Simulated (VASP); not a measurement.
# Nb (P6_3/mmc) in VASP: a series of runs

Nb is run at these levels: PBE; tasks: relaxation of shape and atoms at fixed volume, relaxation of cell and atoms.

Program: VASP 6.6.1. These are calculated values, not measurements. Logs are shortened: lines on timing, memory, paths and dates and some standing lists are left out, and cuts for length are marked.

## (1) The cell of the first run

Symmetry: P6_3/mmc, No. 194, hexagonal system. Conventional cell: a = 2.790 Å, b = 2.790 Å, c = 5.096 Å, α = 90.00°, β = 90.00°, γ = 120.00°. Within 3.7 Å of Nb (site symmetry -6m2) lie 12 Nb at 2.79 to 3.01 Å.

This isn't the form of Nb at room conditions, which is bcc.

## (2) Relaxation of shape and atoms at fixed volume, PBE

Input file INCAR:

```
PREC = Accurate
ENCUT = 600
EDIFF = 1E-6
ISMEAR = -1
SIGMA = 0.05
LREAL = F
LASPH = T
NELM = 60
ALGO = Normal
ISIF = 4
LWAVE = F
LCHARG = F
GGA = PE
IBRION = 2
NSW = 50
EDIFFG = -0.005
```

Input file KPOINTS:

```
regular mesh
0
Gamma
  16 16 9
```

Input file POSCAR:

```
Nb
1.0
    2.7897537660      0.0000000000      0.0000000000
   -1.3948768830      2.4159976317      0.0000000000
    0.0000000000      0.0000000000      5.0958195117
Nb
2
Direct
    0.3333333333      0.6666666667      0.2500000000
    0.6666666667      0.3333333333      0.7500000000
```

Potentials or basis: VASP PAW PBE potentials, release 64 (Nb_sv).

Command:

```sh
$ cat potpaw_PBE.64/Nb_sv/POTCAR > POTCAR
$ mpirun -np 1 vasp_std > vasp.out
```

OUTCAR:

```text
PREC = Accurate
   ENCUT = 600
   EDIFF = 1E-6
   ISMEAR = -1
   LREAL = F
   LASPH = T
   NELM = 60
   ISIF = 4
   GGA = PE
   IBRION = 2
   NSW = 50
   EDIFFG = -0.005

 ion  position               nearest neighbor table
   1  0.333  0.667  0.250-   2 3.01   2 3.01   2 3.01   2 3.01   2 3.01   2 3.01
   2  0.667  0.333  0.750-   1 3.01   1 3.01   1 3.01   1 3.01   1 3.01   1 3.01

  LATTYP: Found a hexagonal cell.
 ALAT       =     2.7897537660
 C/A-ratio  =     1.8266198163

  Lattice vectors:

 A1 = (   2.7897537660,   0.0000000000,   0.0000000000)
 A2 = (  -1.3948768830,   2.4159976317,   0.0000000000)
 A3 = (   0.0000000000,   0.0000000000,   5.0958195117)

Analysis of symmetry for initial positions (statically):
=====================================================================
 Subroutine PRICEL returns:
 Original cell was already a primitive cell.

 Routine SETGRP: Setting up the symmetry group for a
 hexagonal supercell.

 Subroutine GETGRP returns: Found 24 space group operations
 (whereof 12 operations were pure point group operations)
 out of a pool of 24 trial point group operations.

The static configuration has the point symmetry D_3d.
 The point group associated with its full space group is D_6h.

Analysis of symmetry for dynamics (positions and initial velocities):
=====================================================================
 Subroutine PRICEL returns:
 Original cell was already a primitive cell.

 Routine SETGRP: Setting up the symmetry group for a
 hexagonal supercell.

 Subroutine GETGRP returns: Found 24 space group operations
 (whereof 12 operations were pure point group operations)
 out of a pool of 24 trial point group operations.

The dynamic configuration has the point symmetry D_3d.
 The point group associated with its full space group is D_6h.

 Subroutine INISYM returns: Found 24 space group operations
 (whereof 12 operations are pure point group operations),
 and found     1 'primitive' translations

----------------------------------------------------------------------------------------

                                     Primitive cell

  volume of cell :      34.3460

  direct lattice vectors                    reciprocal lattice vectors
     2.789753766  0.000000000  0.000000000     0.358454575  0.206953845  0.000000000
    -1.394876883  2.415997632  0.000000000     0.000000000  0.413907691  0.000000000
     0.000000000  0.000000000  5.095819512     0.000000000  0.000000000  0.196239289

  length of vectors
     2.789753766  2.789753766  5.095819512     0.413907691  0.413907691  0.196239289

  position of ions in fractional coordinates (direct lattice)
     0.333333333  0.666666667  0.250000000
     0.666666667  0.333333333  0.750000000

  ion indices of the primitive-cell ions
   primitive index   ion index
                 1           1
                 2           2

----------------------------------------------------------------------------------------

 KPOINTS: regular mesh

Automatic generation of k-mesh.
 Grid dimensions read from file:
 generate k-points for:   16   16    9

 Generating k-lattice:

  Cartesian coordinates                     Fractional coordinates (reciprocal lattice)
     0.022403411  0.012934615  0.000000000     0.062500000  0.000000000  0.000000000
     0.000000000  0.025869231  0.000000000     0.000000000  0.062500000  0.000000000
     0.000000000  0.000000000  0.021804365     0.000000000  0.000000000  0.111111111

  Length of vectors
     0.025869231  0.025869231  0.021804365

  Shift w.r.t. Gamma in fractional coordinates (k-lattice)
     0.000000000  0.000000000  0.000000000

 Subroutine IBZKPT returns following result:
 ===========================================

 Found    150 irreducible k-points:

 Following reciprocal coordinates:
            Coordinates               Weight
  0.000000  0.000000  0.000000      1.000000
  0.062500  0.000000  0.000000      6.000000
  0.125000  0.000000  0.000000      6.000000
  0.187500 -0.000000  0.000000      6.000000
  0.250000  0.000000  0.000000      6.000000
  0.312500  0.000000  0.000000      6.000000
[... 16 lines left out ...]
  0.187500  0.187500  0.000000      6.000000
  0.250000  0.187500  0.000000     12.000000
 [... further k-points ...]
   k-points           NKPTS =    150   k-points in BZ     NKDIM =    150   number of bands    NBANDS=     17
   number of dos      NEDOS =    301   number of ions     NIONS =      2
   total plane-waves  NPLWV =  24192
   dimension x,y,z NGX =    24 NGY =   24 NGZ =   42
   dimension x,y,z NGXF=    48 NGYF=   48 NGZF=   84
   ions per type =               2
   NGX,Y,Z   is equivalent  to a cutoff of  14.30, 14.30, 13.70 a.u.
   NGXF,Y,Z  is equivalent  to a cutoff of  28.60, 28.60, 27.40 a.u.
 SYSTEM =  unknown system
   PREC   = accura    normal or accurate (medium, high low for compatibility)
   ISTART =      0    job   : 0-new  1-cont  2-samecut
   ICHARG =      2    charge: 1-file 2-atom 10-const
   ISPIN  =      1    spin polarized calculation?
   LNONCOLLINEAR =      F non collinear calculations
   LSORBIT =      F    spin-orbit coupling
   LASPH  =      T    aspherical Exc in radial PAW
   ENCUT  =  600.0 eV  44.10 Ry    6.64 a.u.   5.57  5.57 10.18*2*pi/ulx,y,z
   NELM   =     60;   NELMIN=  2; NELMDL= -5     # of ELM steps
   EDIFF  = 0.1E-05   stopping-criterion for ELM
   LREAL  =      F    real-space projection
   EDIFFG = -.5E-02   stopping-criterion for IOM
   NSW    =     50    number of steps for IOM
   IBRION =      2    ionic relax: 0-MD 1-quasi-New 2-CG
   NFREE  =      1    steps in history (QN), initial steepest desc. (CG)
   ISIF   =      4    stress and relaxation
   ISYM   =      2    0-nonsym 1-usesym 2-fastsym
   POTIM  = 0.5000    time-step for ionic-motion
   TEBEG  =    0.0;   TEEND  =   0.0 temperature during run
   PSTRESS=    0.0 pullay stress
   NELECT =      26.0000    total number of electrons
   NUPDOWN=      -1.0000    fix difference up-down
   EMIN   =  10.00;   EMAX   =-10.00  energy-range for DOS
   EFERMI =   0.00;   METHOD = LEGACY
   ISMEAR =    -1;   SIGMA  =   0.05  broadening in eV -4-tet -1-fermi 0-gaus
   EFERMI_NEDOS =   21; number of points for ismear=-14 and -15
   IALGO  =     38    algorithm
   IMIX   =      4    mixing-type and parameters
     AMIX     =   0.40;   BMIX     =  1.00
     AMIX_MAG =   1.60;   BMIX_MAG =  1.00
  volume/ion in A,a.u.               =      17.17       115.89
  Fermi-wavevector in a.u.,A,eV,Ry     =   1.492017  2.819504 30.288135  2.226115
  Thomas-Fermi vector in A             =   2.604599
   LORBIT       =      0    0 simple, 1 ext, 2 COOP (PROOUT), +10 PAW based schemes
   GGA     = PE    functional components
   LHFCALC =     F    Hartree Fock is set to
   AEXX    =    0.0000 exact exchange contribution
   IVDW    =     0    specifies the selected vdW correction
   LEPSILON=     F    determine dielectric tensor
   LRPA    =     F    only Hartree local field effects (RPA)
 conjugate gradient relaxation of ions
 non-spin polarized calculation
  energy-cutoff  :      600.00
  volume of cell :       34.35
 maximum number of plane-waves:      1167
 NGX is ok and might be reduce to    24
   NGX = 11   NGY = 11   NGZ = 21

--------------------------------------- Ionic step        1  -------------------------------------------

 number of electron      26.0000000 magnetization

 Free energy of the ion-electron system (eV)
  ---------------------------------------------------
  ext. energy  EPLUGINS =         0.00000000
  ---------------------------------------------------
  free energy    TOTEN  =       -19.72290940 eV

  energy without entropy =      -19.70173358  energy(sigma->0) =      -19.71232149

------------------------ aborting loop because EDIFF is reached ----------------------------------------

  FORCE on cell =-STRESS in cart. coord.  units (eV):
  Direction    XX          YY          ZZ          XY          YZ          ZX
  --------------------------------------------------------------------------------------
  -------------------------------------------------------------------------------------
  Total        3.4154175      3.4154175      3.1141813      0.0000000      0.0000000      0.0000000
  in kB      159.3228156    159.3228156    145.2707121      0.0000000      0.0000000      0.0000000
  external PRESSURE =     154.6387811 kB  Pullay stress =       0.0000000 kB
[... 57 lines left out ...]
  energy  without entropy=      -19.7026623072  energy(sigma->0) =      -19.71310734

--------------------------------------- Ionic step        3  -------------------------------------------

 number of electron      26.0000000 magnetization

 Free energy of the ion-electron system (eV)
  ---------------------------------------------------
  ext. energy  EPLUGINS =         0.00000000
  ---------------------------------------------------
  free energy    TOTEN  =       -19.72356126 eV

  energy without entropy =      -19.70264885  energy(sigma->0) =      -19.71310506

 E-fermi :  12.2495     XC(G=0): -12.7338

 val. band max:       12.2480022646   @ k =   0.3125   0.1875   0.1111
 cond. band min:      12.2622313883   @ k =   0.3125   0.1250   0.3333
 fundamental gap:      0.0142291237
 Fermi energy:        12.2495025727

 k-point     1 :       0.0000    0.0000    0.0000
  band No.  band energies     occupation
      1     -42.4406      2.00000
      2     -42.2598      2.00000
      3     -19.0722      2.00000
      4     -17.8384      2.00000
      5     -17.6040      2.00000
      6     -17.6040      2.00000
[... 9 lines left out ...]
     16      13.0256      0.00000
     17      14.9668      0.00000
[... 443 lines left out ...]
      1     -42.1519      2.00000
      2     -42.0677      2.00000
      3     -18.8496      2.00000
      4     -18.7754      2.00000
      5     -18.5135      2.00000
      6     -18.1466      2.00000
[... 9 lines left out ...]
     16      14.1201      0.00000
     17      16.3751      0.00000

 [... further k-points ...]

------------------------ aborting loop because EDIFF is reached ----------------------------------------

  FORCE on cell =-STRESS in cart. coord.  units (eV):
  Direction    XX          YY          ZZ          XY          YZ          ZX
  --------------------------------------------------------------------------------------
  -------------------------------------------------------------------------------------
  Total        3.2992870      3.2992870      3.3039867      0.0000000      0.0000000      0.0000000
  in kB      153.9055427    153.9055428    154.1247757      0.0000000      0.0000000      0.0000000
  external PRESSURE =     153.9786204 kB  Pullay stress =       0.0000000 kB
[... 17 lines left out ...]
  FREE ENERGIE OF THE ION-ELECTRON SYSTEM (eV)
  ---------------------------------------------------
  free  energy   TOTEN  =       -19.7235612647 eV

  energy  without entropy=      -19.7026488542  energy(sigma->0) =      -19.71310506

 reached required accuracy - stopping structural energy minimisation
```

Run time: 2.1 min. Hardware: 1 thread of AMD EPYC 9R45 (Zen 5), shared host; peak memory 0.2 GiB.

What came out:

```
Free energy               : -19.7236 eV
Energy gained by relaxing : 0.3 meV/atom
Ionic steps               : 3
Pressure after relaxing   : 15.4 GPa
Band gap on the k mesh    : zero (bands 13 and 14 overlap by 2.68 eV)
```

The path:
```csv
step,energy change (eV),largest force (eV/Å),pressure (GPa),volume (Å³)
1,0.0000,0.0000,15.46,34.35
2,-0.0006,0.0000,15.38,34.35
3,-0.0007,0.0000,15.40,34.35
```

Final structure:
```cif
data_structure
_symmetry_space_group_name_H-M 'P 1'
_symmetry_Int_Tables_number 1
_cell_length_a 2.7959
_cell_length_b 2.7959
_cell_length_c 5.0736
_cell_angle_alpha 90.000
_cell_angle_beta 90.000
_cell_angle_gamma 120.000
_cell_volume 34.35
loop_
_atom_site_label
_atom_site_type_symbol
_atom_site_fract_x
_atom_site_fract_y
_atom_site_fract_z
_atom_site_occupancy
Nb1 Nb 0.33333 0.66667 0.25000 1
Nb2 Nb 0.66667 0.33333 0.75000 1
```

## (3) Relaxation of cell and atoms, PBE

This run uses another cell than the first one, of 18.13 Å³/atom.

Input file INCAR:

```
SYSTEM = Nb
PREC = Accurate ; ENCUT = 600
EDIFF = 1E-6 ; ISMEAR = -1
SIGMA = 0.05 ; LREAL = .False.
LASPH = .True. ; NELM = 60
ALGO = Normal ; ISIF = 3
LWAVE = .False. ; LCHARG = .False.
GGA = PE ; IBRION = 2
NSW = 60 ; EDIFFG = -0.005
```

Input file KPOINTS:

```
regular mesh
0
Gamma
  16 16 9
  0 0 0
```

Input file POSCAR:

```
Nb
1.0
    2.9563926124      0.0000000000      0.0000000000
   -1.4781963062      2.5603111058      0.0000000000
    0.0000000000      0.0000000000      4.7893560320
Nb
2
Direct
    0.3333333333      0.6666666667      0.2500000000
    0.6666666667      0.3333333333      0.7500000000
```

Potentials or basis: VASP PAW PBE potentials, release 64 (Nb_sv).

Command:

```sh
$ cat potpaw_PBE.64/Nb_sv/POTCAR > POTCAR
$ mpirun -np 1 vasp_std > vasp.out
```

It took 8.8 min on 1 thread of AMD EPYC 9R45 (Zen 5), shared host; peak memory 0.21 GiB.

The run converged. Its results:

* Free energy: -19.8558 eV
* Relaxed volume: 18.63 Å³/atom
* Relaxed cell: a = 2.867 Å, b = 2.867 Å, c = 5.235 Å, α = 90.00°, β = 90.00°, γ = 120.00°
* Space group after relaxing (to 0.1 Å): P6_3/mmc (No. 194)
* Energy gained by relaxing: 68.1 meV/atom
* Ionic steps: 13
* Pressure after relaxing: 0.0 GPa
* Band gap on the k mesh: zero (bands 13 and 14 overlap by 2.39 eV)

Step by step:
```
step  energy change (eV)  largest force (eV/Å)  pressure (GPa)  volume (Å³)
   1              0.0000                0.0000            4.65        36.25
   2             -0.0354                0.0000           -7.19        39.06
   3             -0.0465                0.0000           -3.61        38.12
   4             -0.1036                0.0000           -4.29        38.25
   5             -0.1204                0.0000           -4.35        38.30
   6             -0.1219                0.0000           -4.27        38.31
   7             -0.1305                0.0000            2.84        36.65
   8             -0.1362                0.0000           -0.04        37.28
   9             -0.1362                0.0000            0.05        37.26
  10             -0.1363                0.0000            0.07        37.25
  11             -0.1363                0.0000            0.09        37.24
  12             -0.1363                0.0000           -0.08        37.28
  13             -0.1363                0.0000            0.00        37.26
```

Final structure:
```xyz
2
Lattice="2.8670 0.0000 0.0000 -1.4335 2.4829 0.0000 0.0000 0.0000 5.2346" Properties=species:S:1:pos:R:3 pbc="T T T"
Nb    0.0000    1.6553    1.3087
Nb    1.4335    0.8276    3.9260
```

Levels at points of the mesh, in eV from the Fermi level:
| k point | band 11 | band 12 | band 13 | band 14 | band 15 | band 16 |
| --- | --- | --- | --- | --- | --- | --- |
| (0.00, 0.00, 0.00) | -0.97 | 0.32 | 0.32 | 0.43 | 0.76 | 0.76 |
| (0.50, 0.00, 0.00) | -3.25 | -0.53 | 0.26 | 0.37 | 0.72 | 4.44 |
